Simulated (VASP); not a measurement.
Write the native input for VASP 6.6.1 that does the following.

| Property | Result |
| --- | --- |
| Task | single point |
| Functional | PBEsol-based global hybrid with 25 % exact exchange |
| Potentials or basis | VASP PAW PBE potentials, release 64 (Zn) |
| Cutoff | 520 eV |
| k mesh | 6 × 6 × 6 |
| Occupations | fermi-dirac, width 0.05 eV |
| Spin | no spin polarisation |
| Dipole correction | no |
| Grid for exact exchange (PRECFOCK) | Normal |
| Share of exact exchange | 0.25 |
| Further INCAR settings | ALGO = Normal; EDIFF = 1e-06; NBANDS = 12 |

Zn:

```
Zn
1.0
     0.00000    1.96478    1.96478
     1.96478    0.00000    1.96478
     1.96478    1.96478    0.00000
Zn
1
Cartesian
  0.0000 0.0000 0.0000
```

This isn't the form of Zn at room conditions, which is hcp.

The input as run:

POSCAR

```
Zn
1.0
    0.0000000000      1.9647760000      1.9647760000
    1.9647760000      0.0000000000      1.9647760000
    1.9647760000      1.9647760000      0.0000000000
Zn
1
Direct
    0.0000000000      0.0000000000      0.0000000000
```

INCAR.step1

```
ALGO     = Normal         # electronic algorithm
EDIFF    = 1E-5           # SCF threshold, eV
ENCUT    = 520            # plane-wave cutoff, eV
GGA      = PE             # functional
ISIF     = 2              # what is computed and relaxed
ISMEAR   = -1             # smearing method
LASPH    = T              # aspherical terms in the spheres
LREAL    = F              # projectors in reciprocal space
LWAVE    = T              # write WAVECAR
NBANDS   = 12             # bands
NELM     = 100            # most SCF steps
PREC     = Accurate       # precision mode
SIGMA    = 0.05           # smearing width, eV
```

INCAR.step2

```
AEXX     = 0.25           # exact-exchange fraction
ALGO     = Normal         # electronic algorithm
EDIFF    = 1E-6           # SCF threshold, eV
ENCUT    = 520            # plane-wave cutoff, eV
GGA      = PS             # functional
ISIF     = 2              # what is computed and relaxed
ISMEAR   = -1             # smearing method
ISTART   = 1            
LASPH    = T              # aspherical terms in the spheres
LCHARG   = T              # write CHGCAR
LELF     = T              # ELF
LHFCALC  = T              # exact exchange
LREAL    = F              # projectors in reciprocal space
LVHAR    = T            
LWAVE    = F              # write WAVECAR
NBANDS   = 12             # bands
NELM     = 100            # most SCF steps
PREC     = Accurate       # precision mode
PRECFOCK = Normal       
SIGMA    = 0.05           # smearing width, eV
```

KPOINTS

```
k-points
0
Gamma
  6 6 6
```

Potentials or basis: VASP PAW PBE potentials, release 64 (Zn).

Run with:

```bash
$ cat potpaw_PBE.64/Zn/POTCAR > POTCAR
$ cp INCAR.step1 INCAR
$ mpirun -np 1 vasp_std > vasp.out
$ cp INCAR.step2 INCAR
$ mpirun -np 1 vasp_std > vasp.out
```

It gave:

```json
{
  "Pressure": "-4.5 GPa",
  "Band gap on the k mesh": "zero (bands 6 and 7 overlap by 2.65 eV)"
}
```

Caveat: the k points lie up to 0.46 Å⁻¹ apart, too coarse for converged energies and pressures of a metal; the PAW data sets were made with another functional, which shifts forces and pressure a little.

Run time: 6.6 min on 1 thread of AMD EPYC 7R13 Processor (Zen 3), with other jobs on the host, peak memory 0.11 GiB.
